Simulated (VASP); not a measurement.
# ZnSe (F-43m) in VASP: a series of runs

Runs on ZnSe. Level: HSE06. Tasks: single point.

Program: VASP 6.6.1. These are calculated values, not measurements. Logs are shortened: lines on timing, memory, paths and dates and some standing lists are left out, and cuts for length are marked.

### Step 1. The cell of the first run

The structure is cubic, space group F-43m (No. 216). The conventional cell has a = 5.721 Å, b = 5.721 Å, c = 5.721 Å, α = 90.00°, β = 90.00°, γ = 90.00°. Within 3.3 Å of Zn (site symmetry -43m) lie 4 Se at 2.48 Å. Within 3.3 Å of Se (site symmetry -43m) lie 4 Zn at 2.48 Å.

### Step 2. Single point, HSE06 (strain +1.0%)

Contents of POSCAR:

```
ZnSe
1.0
    0.0000000000      2.8607448912      2.8607448912
    2.8607448912      0.0000000000      2.8607448912
    2.8607448912      2.8607448912      0.0000000000
Zn Se
1 1
Direct
    0.0000000000      0.0000000000      0.0000000000
    0.2500000000      0.2500000000      0.2500000000
```

Contents of INCAR.step1:

```
PREC = Accurate
ENCUT = 520
EDIFF = 1E-5
ISMEAR = 0
SIGMA = 0.01
LREAL = F
LASPH = T
NELM = 80
ALGO = Normal
ISIF = 2
LWAVE = T
LCHARG = F
NBANDS = 16
GGA = PE
```

Contents of INCAR.step2:

```
PREC = Accurate
ENCUT = 520
EDIFF = 1E-6
ISMEAR = 0
SIGMA = 0.01
LREAL = F
LASPH = T
NELM = 80
ALGO = Normal
ISIF = 2
LWAVE = F
LCHARG = F
GGA = PE
LHFCALC = T
HFSCREEN = 0.2079
PRECFOCK = Normal
NBANDS = 16
ISTART = 1
```

Contents of KPOINTS:

```
Automatic mesh
0
Gamma
  6 6 6
```

Potentials or basis: VASP PAW PBE potentials, release 64 (Zn, Se).

Run with:

```
> cat potpaw_PBE.64/Zn/POTCAR potpaw_PBE.64/Se/POTCAR > POTCAR
> cp INCAR.step1 INCAR
> mpirun -np 1 vasp_std > vasp.out
> cp INCAR.step2 INCAR
> mpirun -np 1 vasp_std > vasp.out
```

OUTCAR:

```text
PREC = Accurate
   ENCUT = 520
   EDIFF = 1E-6
   ISMEAR = 0
   LREAL = F
   LASPH = T
   NELM = 80
   ISIF = 2
   GGA = PE
   LHFCALC = T
   HFSCREEN = 0.2079
   PRECFOCK = Normal
   ISTART = 1

 ion  position               nearest neighbor table
   1  0.000  0.000  0.000-   2 2.48   2 2.48   2 2.48   2 2.48
   2  0.250  0.250  0.250-   1 2.48   1 2.48   1 2.48   1 2.48

  LATTYP: Found a face centered cubic cell.
 ALAT       =     5.7214897824

  Lattice vectors:

 A1 = (   0.0000000000,   2.8607448912,   2.8607448912)
 A2 = (   2.8607448912,   0.0000000000,   2.8607448912)
 A3 = (   2.8607448912,   2.8607448912,   0.0000000000)

Analysis of symmetry for initial positions (statically):
=====================================================================
 Subroutine PRICEL returns:
 Original cell was already a primitive cell.

 Routine SETGRP: Setting up the symmetry group for a
 face centered cubic supercell.

 Subroutine GETGRP returns: Found 24 space group operations
 (whereof 24 operations were pure point group operations)
 out of a pool of 48 trial point group operations.

The static configuration has the point symmetry T_d .

Analysis of symmetry for dynamics (positions and initial velocities):
=====================================================================
 Subroutine PRICEL returns:
 Original cell was already a primitive cell.

 Routine SETGRP: Setting up the symmetry group for a
 face centered cubic supercell.

 Subroutine GETGRP returns: Found 24 space group operations
 (whereof 24 operations were pure point group operations)
 out of a pool of 48 trial point group operations.

The dynamic configuration has the point symmetry T_d .

 Subroutine INISYM returns: Found 24 space group operations
 (whereof 24 operations are pure point group operations),
 and found     1 'primitive' translations

----------------------------------------------------------------------------------------

                                     Primitive cell

  volume of cell :      46.8239

  direct lattice vectors                    reciprocal lattice vectors
     0.000000000  2.860744891  2.860744891    -0.174779653  0.174779653  0.174779653
[... 78 lines left out ...]
   LREAL  =      F    real-space projection
   EDIFFG = 0.1E-04   stopping-criterion for IOM
   NSW    =      0    number of steps for IOM
   IBRION =     -1    ionic relax: 0-MD 1-quasi-New 2-CG
   NFREE  =      0    steps in history (QN), initial steepest desc. (CG)
   ISIF   =      2    stress and relaxation
   ISYM   =      3    0-nonsym 1-usesym 2-fastsym
   POTIM  = 0.5000    time-step for ionic-motion
   TEBEG  =    0.0;   TEEND  =   0.0 temperature during run
   PSTRESS=    0.0 pullay stress
   NELECT =      18.0000    total number of electrons
   NUPDOWN=      -1.0000    fix difference up-down
   EMIN   =  10.00;   EMAX   =-10.00  energy-range for DOS
   EFERMI =   0.00;   METHOD = LEGACY
   ISMEAR =     0;   SIGMA  =   0.01  broadening in eV -4-tet -1-fermi 0-gaus
   EFERMI_NEDOS =   21; number of points for ismear=-14 and -15
   IALGO  =     38    algorithm
   IMIX   =      1    mixing-type and parameters
     AMIX     =   0.40;   BMIX     =  1.00
     AMIX_MAG =   1.60;   BMIX_MAG =  1.00
  volume/ion in A,a.u.               =      23.41       157.99
  Fermi-wavevector in a.u.,A,eV,Ry     =   1.190355  2.249445 19.278711  1.416945
  Thomas-Fermi vector in A             =   2.326442
   LORBIT       =      0    0 simple, 1 ext, 2 COOP (PROOUT), +10 PAW based schemes
   GGA     = PE    functional components
   LHFCALC =     T    Hartree Fock is set to
   PRECFOCK=normal    Normal, Fast or Accurate (Low or Medium for compatibility)
   ENCUT4O =  -1.0   cutoff for four orbital integrals eV
   NKREDX  =     1    reduce k-point grid by
   NKREDY  =     1    reduce k-point grid by
   NKREDZ  =     1    reduce k-point grid by
   AEXX    =    0.2500 exact exchange contribution
   HFSCREEN=    0.2079 screening length (either q_TF or 0.3 A-1)
   HFSCREENC=   0.2079 screening length for correlation (either q_TF or 0.3 A-1)
   ENCUTFOCK=  -1.0 apply spherical cutoff to Coloumb kernel
   IVDW    =     0    specifies the selected vdW correction
   LEPSILON=     F    determine dielectric tensor
   LRPA    =     F    only Hartree local field effects (RPA)
 non-spin polarized calculation
 Gauss-broadening in eV      SIGMA  =   0.01
  energy-cutoff  :      520.00
  volume of cell :       46.82
 maximum number of plane-waves:      1283
  NGX = 24; NGY = 24; NGZ = 24

 number of electron      18.0000019 magnetization

 Free energy of the ion-electron system (eV)
  ---------------------------------------------------
  ext. energy  EPLUGINS =         0.00000000
  ---------------------------------------------------
  free energy    TOTEN  =        -7.42778737 eV

  energy without entropy =       -7.42778737  energy(sigma->0) =       -7.42778737

 E-fermi :   0.8240     XC(G=0):  -7.6352

 val. band max:        0.7280947744   @ k =   0.0000   0.0000   0.0000
 cond. band min:       3.0046220066   @ k =   0.0000   0.0000   0.0000
 fundamental gap:      2.2765272323
 Fermi energy:         0.8240009631

 k-point     1 :       0.0000    0.0000    0.0000
  band No.  band energies     occupation
      1     -13.4609      2.00000
      2      -7.3659      2.00000
      3      -7.3659      2.00000
      4      -7.3659      2.00000
      5      -7.0599      2.00000
      6      -7.0599      2.00000
[... 281 lines left out ...]
      3      -7.1971      2.00000
      4      -7.1208      2.00000
      5      -7.0459      2.00000
      6      -6.7680      2.00000
[... 8 lines left out ...]
     15      15.8132      0.00000
     16      16.0957      0.00000

------------------------ aborting loop because EDIFF is reached ----------------------------------------

  FORCE on cell =-STRESS in cart. coord.  units (eV):
  Direction    XX          YY          ZZ          XY          YZ          ZX
  --------------------------------------------------------------------------------------
  -------------------------------------------------------------------------------------
  Total       -0.1937217     -0.1937217     -0.1937217      0.0000000      0.0000000      0.0000000
  in kB       -6.6285934     -6.6285934     -6.6285934      0.0000000      0.0000000      0.0000000
  external PRESSURE =      -6.6285934 kB  Pullay stress =       0.0000000 kB

 VOLUME and BASIS-vectors are now :
 -----------------------------------------------------------------------------
  energy-cutoff  :      520.00
  volume of cell :       46.82
      direct lattice vectors                 reciprocal lattice vectors
     0.000000000  2.860744891  2.860744891    -0.174779653  0.174779653  0.174779653
     2.860744891  0.000000000  2.860744891     0.174779653 -0.174779653  0.174779653
     2.860744891  2.860744891  0.000000000     0.174779653  0.174779653 -0.174779653

 POSITION                                       TOTAL-FORCE (eV/Angst)
 -----------------------------------------------------------------------------------
      0.00000      0.00000      0.00000         0.000000      0.000000      0.000000
      1.43037      1.43037      1.43037        -0.000000     -0.000000     -0.000000
 -----------------------------------------------------------------------------------
    total drift:                                0.000108      0.000082      0.000063

  FREE ENERGIE OF THE ION-ELECTRON SYSTEM (eV)
  ---------------------------------------------------
  free  energy   TOTEN  =        -7.4277873675 eV

  energy  without entropy=       -7.4277873675  energy(sigma->0) =       -7.42778737
```

OUTCAR.step1:

```text
PREC = Accurate
   ENCUT = 520
   EDIFF = 1E-5
   ISMEAR = 0
   LREAL = F
   LASPH = T
[... 513 lines left out ...]
 -----------------------------------------------------------------------------------
      0.00000      0.00000      0.00000         0.000000      0.000000      0.000000
      1.43037      1.43037      1.43037        -0.000000     -0.000000     -0.000000
 -----------------------------------------------------------------------------------
    total drift:                               -0.000001     -0.000001     -0.000001

  FREE ENERGIE OF THE ION-ELECTRON SYSTEM (eV)
  ---------------------------------------------------
  free  energy   TOTEN  =        -6.0267615564 eV

  energy  without entropy=       -6.0267615564  energy(sigma->0) =       -6.02676156
```

OSZICAR.step1:

```text
N       E                     dE             d eps       ncg     rms          rms(c)
DAV:   1     0.874094099484E+02    0.87409E+02   -0.88022E+03   512   0.127E+03
DAV:   2    -0.909160255980E+00   -0.88319E+02   -0.82761E+02   592   0.254E+02
DAV:   3    -0.627353176222E+01   -0.53644E+01   -0.53434E+01   632   0.608E+01
DAV:   4    -0.631766030596E+01   -0.44129E-01   -0.44125E-01   632   0.590E+00
DAV:   5    -0.631787542607E+01   -0.21512E-03   -0.21512E-03   632   0.368E-01    0.451E+00
DAV:   6    -0.604506140284E+01    0.27281E+00   -0.53134E-01   736   0.232E+01    0.346E+00
DAV:   7    -0.602651625540E+01    0.18545E-01   -0.15219E-01   568   0.342E+00    0.148E+00
DAV:   8    -0.602639121508E+01    0.12504E-03   -0.42379E-03   680   0.614E-01    0.440E-01
DAV:   9    -0.602665722312E+01   -0.26601E-03   -0.10546E-03   600   0.246E-01    0.679E-02
DAV:  10    -0.602676051582E+01   -0.10329E-03   -0.16142E-04   624   0.102E-01    0.174E-02
DAV:  11    -0.602676155641E+01   -0.10406E-05   -0.30432E-05   608   0.524E-02
   1 F= -.60267616E+01 E0= -.60267616E+01  d E =-.207578E-16
```

Run time: 1.5 h. Hardware: 1 thread of AMD EPYC 7R13, shared host; peak memory 0.27 GiB.

Results:

- Free energy: -7.4278 eV
- Pressure: -0.7 GPa
- Band gap on the k mesh: 2.28 eV

Caveat: the cell differs from its parent crystal (strain +1.0%); the PAW data sets were made with another functional, which shifts forces and pressure a little.

### Step 3. Single point, HSE06 (strain -2.0%)

Contents of POSCAR:

```
ZnSe
1.0
    0.0000000000      2.7757722707      2.7757722707
    2.7757722707      0.0000000000      2.7757722707
    2.7757722707      2.7757722707      0.0000000000
Zn Se
1 1
Direct
    0.0000000000      0.0000000000      0.0000000000
    0.2500000000      0.2500000000      0.2500000000
```

Contents of INCAR.step1:

```
SYSTEM = ZnSe
ALGO = Normal
EDIFF = 1E-5
ENCUT = 520
GGA = PE
ISIF = 2
ISMEAR = 0
LASPH = .TRUE.
LREAL = .FALSE.
LWAVE = .TRUE.
NBANDS = 16
NELM = 80
PREC = Accurate
SIGMA = 0.01
```

Contents of INCAR.step2:

```
SYSTEM = ZnSe
ALGO = Normal
EDIFF = 1E-6
ENCUT = 520
GGA = PE
HFSCREEN = 0.2079
ISIF = 2
ISMEAR = 0
ISTART = 1
LASPH = .TRUE.
LCHARG = .TRUE.
LELF = .TRUE.
LHFCALC = .TRUE.
LREAL = .FALSE.
LVHAR = .TRUE.
LWAVE = .FALSE.
NBANDS = 16
NELM = 80
PREC = Accurate
PRECFOCK = Normal
SIGMA = 0.01
```

Contents of KPOINTS:

```
k-points
0
G
  6 6 6
  0 0 0
```

Potentials or basis: VASP PAW PBE potentials, release 64 (Zn, Se).

Run with:

```
> cat potpaw_PBE.64/Zn/POTCAR potpaw_PBE.64/Se/POTCAR > POTCAR
> cp INCAR.step1 INCAR
> mpirun -np 1 vasp_std > vasp.out
> cp INCAR.step2 INCAR
> mpirun -np 1 vasp_std > vasp.out
```

Run time: 65 min. Hardware: 1 thread of Intel Xeon 8259CL, shared host; peak memory 0.29 GiB.

It converged, with:

```
Free energy            : -7.3667 eV
Pressure               : 5.9 GPa
Band gap on the k mesh : 2.69 eV
```

Levels at points of the mesh, in eV from the valence-band top:
```tsv
k point	band 7	band 8	band 9	band 10	band 11	band 12
(0.00, 0.00, 0.00)	0.00	0.00	0.00	2.69	6.93	6.93
(0.50, 0.00, 0.00)	-5.98	-1.01	-1.01	3.77	7.48	7.48
(0.50, 0.50, 0.00)	-5.46	-2.56	-2.56	3.71	4.48	12.70
```

Caveat: the cell differs from its parent crystal (strain -2.0%); the cell stands under pressure; the PAW data sets were made with another functional, which shifts forces and pressure a little.
